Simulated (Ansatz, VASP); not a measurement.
**SiGe: VASP beside Ansatz**

```
Si Ge
1.0
     3.84209    0.00000    0.00000
    -1.92104    3.32735    0.00000
     0.00000    0.00000    6.47421
Si Ge
2 2
Direct
  0.33333 0.66667 0.00133
  0.66667 0.33333 0.50133
  0.33333 0.66667 0.37267
  0.66667 0.33333 0.87267
```

Alike in both runs: task single point; functional PBEsol; k mesh 9 × 9 × 6; no spin polarisation.

```csv
,VASP,Ansatz
version,VASP 6.6.1,Ansatz 0.2.0
potentials or method,"VASP PAW PBE potentials, release 64 (Si, Ge_d), cutoff 500 eV","scalar-relativistic, plane waves, PAW"
occupations,"gaussian, width 0.01 eV",fixed
valence electrons in the cell,36,36
```

|  | VASP | Ansatz | Ansatz less VASP |
| --- | --- | --- | --- |
| gap on the k mesh at the Fermi level (eV) | 0.31 | 0.31 | -0.001 |
| least direct gap on the mesh (eV) | 0.67 | 0.67 | -0.005 |

VASP's potentials were made for PBE, not for PBEsol, and Ansatz warns of the same on its side.
